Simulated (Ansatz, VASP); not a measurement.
## Two plane-wave programs on Ti

```
Ti
1.0
     2.83217    0.00000    0.00000
     0.00000    4.57954    0.00000
     0.00000    0.00000   24.25399
Ti
8
Direct
  0.50000 0.00000 0.31251
  0.00000 0.50000 0.36471
  0.50000 0.00000 0.41825
  0.50000 0.50000 0.47337
  0.00000 0.00000 0.52655
  0.50000 0.50000 0.58347
  0.50000 0.00000 0.63839
  0.00000 0.50000 0.68275
```

Alike in both runs: functional PBE; k mesh 12 × 8 × 1; occupations gaussian, width 0.1 eV; no spin polarisation.

Ansatz relaxed the structure, and its values are those at the end. VASP's run is a single point on that final structure, the one shown.

|  | VASP | Ansatz |
| --- | --- | --- |
| version | VASP 6.6.1 | Ansatz 0.2.0 |
| potentials or method | VASP PAW PBE potentials, release 64 (Ti_sv), cutoff 520 eV | scalar-relativistic, plane waves, PAW |
| valence electrons in the cell | 96 | 96 |

|  | VASP | Ansatz | Ansatz less VASP |
| --- | --- | --- | --- |
| gap on the k mesh at the Fermi level (eV) | none | none | - |
| rms of the force components (eV/Å) | 0.006 | 0.002 | -0.0044 |

A gap of «none» marks a metal or a gap that the smearing closes.
